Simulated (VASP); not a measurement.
Input of a VASP 6.6.1 run:

The input INCAR:

```
  PREC = Accurate
  ENCUT = 520
  EDIFF = 1E-8
  ISMEAR = -1
  SIGMA = 0.08
  LREAL = False
  LASPH = True
  NELM = 80
  ALGO = Normal
  ISIF = 2
  LWAVE = False
  LCHARG = False
  LEFG = True
  NBANDS = 31
```

The input KPOINTS:

```
Automatic mesh
0
Gamma
  8 8 8
```

POSCAR

```
La3Tl
1.0
    5.0600000000      0.0000000000      0.0000000000
    0.0000000000      5.0600000000      0.0000000000
    0.0000000000      0.0000000000      5.1612000000
La Tl
3 1
Direct
    0.0000000000      0.5000000000      0.5000000000
    0.5000000000      0.0000000000      0.5000000000
    0.5000000000      0.5000000000      0.0000000000
    0.0000000000      0.0000000000      0.0000000000
```

Potentials or basis: VASP PAW LDA potentials, release 64 (La, Tl_d).

Run with:

```console
$ cat potpaw_LDA.64/La/POTCAR potpaw_LDA.64/Tl_d/POTCAR > POTCAR
$ mpirun -np 1 vasp_std > vasp.out
```

Question: Estimate the pressure.

Answer: -4.3 GPa.

Question: Estimate the band gap on the k mesh.

Answer: Zero (bands 23 and 24 overlap by 0.98 eV).

Stress tensor (GPa, compression positive):
```
-4.09  0.00  0.00
 0.00 -4.09  0.00
 0.00  0.00 -4.60
```

Caveat: the cell differs from its parent crystal (zz strain of +2 %); the cell stands under tension; without QUAD_EFG the Cq values of the log hold for a quadrupole moment of 1 mb, not for the nuclei; spin-orbit coupling is left out, which moves the levels of the heavy elements.
